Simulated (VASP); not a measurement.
The system is MgAgH3.

```xyz
5
Lattice="3.9560 0.0000 0.0000 0.0000 3.9560 0.0000 0.0000 0.0000 3.9560" Properties=species:S:1:pos:R:3 pbc="T T T"
Mg    0.0000    0.0000    0.0000
Ag    1.9780    1.9780    1.9780
H     0.0000    1.9780    1.9780
H     1.9780    0.0000    1.9780
H     1.9780    1.9780    0.0000
```

| Property | Result |
| --- | --- |
| Program | VASP 6.6.1 |
| Task | relaxation of cell and atoms |
| Functional | PBEsol |
| Potentials or basis | VASP PAW PBE potentials, release 64 (Mg, Ag, H) |
| Cutoff | 600 eV |
| k mesh | 6 × 6 × 6 |
| Occupations | fermi-dirac, width 0.03 eV |
| Spin | no spin polarisation |

At the start: pressure -9.7 GPa; volume 12.38 Å³/atom.

How do energy, volume and symmetry change on relaxing?

Over 4 steps the energy falls by 74.8 meV/atom and the volume is 10.26 Å³/atom (-17.1 %); space group Pm-3m (No. 221, to 0.1 Å) before and after.

The path:
```
step  energy change (eV)  largest force (eV/Å)  pressure (GPa)  volume (Å³)
   1              0.0000                0.0000           -9.66        61.91
   2             -0.3053                0.0000           -5.01        55.46
   3             -0.3731                0.0000           -0.68        51.82
   4             -0.3741                0.0000            0.07        51.31
```

Final structure:
```yaml
crystal:
  lattice:
    - [3.71583, 0.00000, 0.00000]
    - [0.00000, 3.71583, 0.00000]
    - [0.00000, 0.00000, 3.71583]
  atoms:
    - { symbol: Mg, position: [0.00000, 0.00000, 0.00000] }
    - { symbol: Ag, position: [0.50000, 0.50000, 0.50000] }
    - { symbol: H, position: [0.00000, 0.50000, 0.50000] }
    - { symbol: H, position: [0.50000, 0.00000, 0.50000] }
    - { symbol: H, position: [0.50000, 0.50000, 0.00000] }
```

Caveat: the volume moved by over 15 % at a fixed basis, so the end points are rough; the PAW data sets were made with another functional, which shifts forces and pressure a little.
